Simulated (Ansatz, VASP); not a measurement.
## One calculation of Rb2Te6Ir, two programs

INCAR

```
PREC = Accurate ; ENCUT = 520
EDIFF = 1E-7 ; ISMEAR = 0
SIGMA = 0.0186 ; LREAL = F
LASPH = T ; NELM = 80
ALGO = Normal ; ISIF = 2
LWAVE = F ; LCHARG = T
LELF = T ; LVHAR = T
NBANDS = 42
```

KPOINTS

```
regular mesh
0
Gamma
  3 3 3
```

The input POSCAR:

```
Rb2Te6Ir
1.0
    3.6622010000      6.3431180000      0.0000000000
   -3.6622010000      6.3431180000      0.0000000000
    0.0000000000      0.0000000000      5.8797100000
Ir Rb Te
1 2 6
Direct
    0.0000000000      0.0000000000      0.5000000000
    0.6667000000      0.6666000000      0.2033800000
    0.3333000000      0.3334000000      0.7966200000
    0.1565200000      0.1564800000      0.2798000000
    0.6870000000      0.1565200000      0.2798000000
    0.1564800000      0.6870000000      0.2798000000
    0.3130000000      0.8435200000      0.7202000000
    0.8435200000      0.8434800000      0.7202000000
    0.8434800000      0.3130000000      0.7202000000
```

Input for Ansatz:

```yaml
crystal:
  lattice:
    - [3.662201, 6.343118, 0.0]
    - [-3.662201, 6.343118, 0.0]
    - [0.0, 0.0, 5.87971]
  atoms:
    - { symbol: Ir, position: [0.0, 0.0, 0.5] }
    - { symbol: Rb, position: [0.6667, 0.6666, 0.20338] }
    - { symbol: Rb, position: [0.3333, 0.3334, 0.79662] }
    - { symbol: Te, position: [0.15652, 0.15648, 0.2798] }
    - { symbol: Te, position: [0.687, 0.15652, 0.2798] }
    - { symbol: Te, position: [0.15648, 0.687, 0.2798] }
    - { symbol: Te, position: [0.313, 0.84352, 0.7202] }
    - { symbol: Te, position: [0.84352, 0.84348, 0.7202] }
    - { symbol: Te, position: [0.84348, 0.313, 0.7202] }
  symmetry: { tolerance: 0.0003 }
kpoints:
  mp_grid: { grid: [3, 3, 3], shift: [0, 0, 0] }
magnetization:
  spin_polarized: false
scf:
  occupations: { method: gaussian, width: 0.0186 }
hamiltonian:
  pseudopotentials: { kind: paw }
  xc: lda
basis:
  ecutwfc: 420
  xc_grid: 4
output:
  forces: true
  stress: true
  eigenvalues: true
```

Alike in both runs: task single point; functional LDA; k mesh 3 × 3 × 3; occupations gaussian, width 0.0186 eV; no spin polarisation.

|  | VASP | Ansatz |
| --- | --- | --- |
| version | VASP 6.6.1 | Ansatz 0.2.0 |
| potentials or method | VASP PAW LDA potentials, release 64 (Ir, Rb_sv, Te), cutoff 520 eV | PAW plane waves |
| valence electrons in the cell | 63 | 131 |

```csv
,VASP,Ansatz,Ansatz less VASP
gap on the k mesh at the Fermi level (eV),none,none,-
pressure (GPa),12.4,12.1,-0.32
"traceless stress, the component that is largest in VASP (GPa)",-3.09,-2.93,+0.160
rms of the force components (eV/Å),2.374,2.339,-0.0351
```

LDA's correlation is that of Perdew and Zunger in VASP and of Perdew and Wang (1992) in Ansatz. Atom by atom the forces differ by 0.036 eV/Å (rms over components). A gap of «none» marks a metal or a gap that the smearing closes. VASP's potentials hold 63 valence electrons a cell and Ansatz's 131, so a difference there can come from the potentials and not from the codes. Ansatz's warnings: structure snapped to symmetry.

Spin-orbit coupling is off throughout.
